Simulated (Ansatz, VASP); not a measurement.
Given: the input of a run of VASP 6.6.1 on CdS.

INCAR

```
ALGO = Normal ; EDIFF = 1E-7
ENCUT = 520 ; GGA = CA
ISIF = 2 ; ISMEAR = -1
LASPH = True ; LCHARG = True
LELF = True ; LREAL = False
LVHAR = True ; LWAVE = False
NBANDS = 16 ; NELM = 100
PREC = Accurate ; SIGMA = 0.05
```

Contents of KPOINTS:

```
k-points
0
Gamma
  8 8 8
```

POSCAR

```
CdS
1.0
    0.0000000000      2.9165000000      2.9165000000
    2.9165000000      0.0000000000      2.9165000000
    2.9165000000      2.9165000000      0.0000000000
Cd S
1 1
Direct
    0.0000000000      0.0000000000      0.0000000000
    0.7500000000      0.7500000000      0.7500000000
```

Potentials or basis: VASP PAW LDA potentials, release 64 (Cd, S).

Command:

```bash
$ cat potpaw_LDA.64/Cd/POTCAR potpaw_LDA.64/S/POTCAR > POTCAR
$ mpirun -np 1 vasp_std > vasp.out
```

**Question.** Set up the same calculation for Ansatz 0.2.0. Potentials there: all-electron LAPW, scalar-relativistic.

**Answer.** As run (the cutoff follows the program's own potentials):

File input.yaml:

```yaml
crystal:
  lattice:
    - [0.0, 2.9165, 2.9165]
    - [2.9165, 0.0, 2.9165]
    - [2.9165, 2.9165, 0.0]
  atoms:
    - { symbol: Cd, position: [0.0, 0.0, 0.0] }
    - { symbol: S, position: [0.75, 0.75, 0.75] }
kpoints:
  mp_grid: { grid: [8, 8, 8] }
scf:
  occupations: { method: fermi_dirac, width: 0.05 }
hamiltonian:
  xc: lda
  pseudopotentials: { kind: all_electron, lapw: { basis_error: 0.001 } }
output:
  forces: true
  stress: true
  eigenvalues: true
```

Potentials or basis: all-electron LAPW, scalar-relativistic.

Launch:

```console
$ ansatz run input.yaml --threads 1 --pin off --max-ram 3072MiB --backend cpu --events-out ev --progress --plain --runs-dir out
```

Both were run:

|  | VASP | Ansatz | Ansatz less VASP |
| --- | --- | --- | --- |
| gap on the k mesh at the Fermi level (eV) | 0.89 | 0.86 | -0.030 |
| least direct gap on the mesh (eV) | 0.89 | 0.86 | -0.030 |
| pressure (GPa) | -2.0 | -2.4 | -0.45 |

LDA's correlation is that of Perdew and Zunger in VASP and of Perdew and Wang (1992) in Ansatz. Ansatz ran all-electron here, and VASP with PAW potentials.
